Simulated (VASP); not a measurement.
Set up this calculation in VASP 6.6.1, as the native input.

```
Task                   : single point
Functional             : r2SCAN
Potentials or basis    : VASP PAW PBE potentials, release 64 (Ca_sv, O)
Cutoff                 : 520 eV
k mesh                 : 6 × 6 × 4
Occupations            : gaussian, width 0.01 eV
Spin                   : no spin polarisation
Dipole correction      : no
Further INCAR settings : ALGO = Normal; EDIFF = 1e-07; NBANDS = 24
```

Crystal: CaO.

```
CELL_PARAMETERS angstrom
3.98103 0.00000 0.00000
-1.99051 3.44767 0.00000
0.00000 0.00000 4.77012
ATOMIC_POSITIONS crystal
Ca 0.33333 0.66667 0.25000
Ca 0.66667 0.33333 0.75000
O 0.66667 0.33333 0.25000
O 0.33333 0.66667 0.75000
```

One way to write it, as run:

POSCAR

```
CaO
1.0
    3.9810268700      0.0000000000      0.0000000000
   -1.9905134350      3.4476704026      0.0000000000
    0.0000000000      0.0000000000      4.7701151863
Ca O
2 2
Direct
    0.3333333333      0.6666666667      0.2500000000
    0.6666666667      0.3333333333      0.7500000000
    0.6666666667      0.3333333333      0.2500000000
    0.3333333333      0.6666666667      0.7500000000
```

INCAR.step1

```
PREC = Accurate
ENCUT = 520
ISMEAR = 0
SIGMA = 0.01
LREAL = F
LASPH = T
NELM = 60
NBANDS = 24
GGA = PE
ALGO = Normal
EDIFF = 1E-4
LWAVE = T
LCHARG = F
```

INCAR.step2

```
PREC = Accurate
ENCUT = 520
EDIFF = 1E-7
ISMEAR = 0
SIGMA = 0.01
LREAL = F
LASPH = T
NELM = 60
ALGO = Normal
ISIF = 2
LWAVE = F
LCHARG = T
METAGGA = R2SCAN
LMIXTAU = T
LELF = T
LVHAR = T
NBANDS = 24
ISTART = 1
```

KPOINTS

```
Automatic mesh
0
Gamma
  6 6 4
```

Potentials or basis: VASP PAW PBE potentials, release 64 (Ca_sv, O).

The run is started by

```console
$ cat potpaw_PBE.64/Ca_sv/POTCAR potpaw_PBE.64/O/POTCAR > POTCAR
$ cp INCAR.step1 INCAR
$ mpirun -np 1 vasp_std > vasp.out
$ cp INCAR.step2 INCAR
$ mpirun -np 1 vasp_std > vasp.out
```

Results of the run:

```
Pressure               : 1.0 GPa
Band gap on the k mesh : 3.61 eV, direct
```

Caveat: the PAW data sets were made with another functional, which shifts forces and pressure a little.

Run time: 3.1 min on 1 thread of AMD EPYC 7R13 Processor (Zen 3) (shared host), peak memory 0.16 GiB.
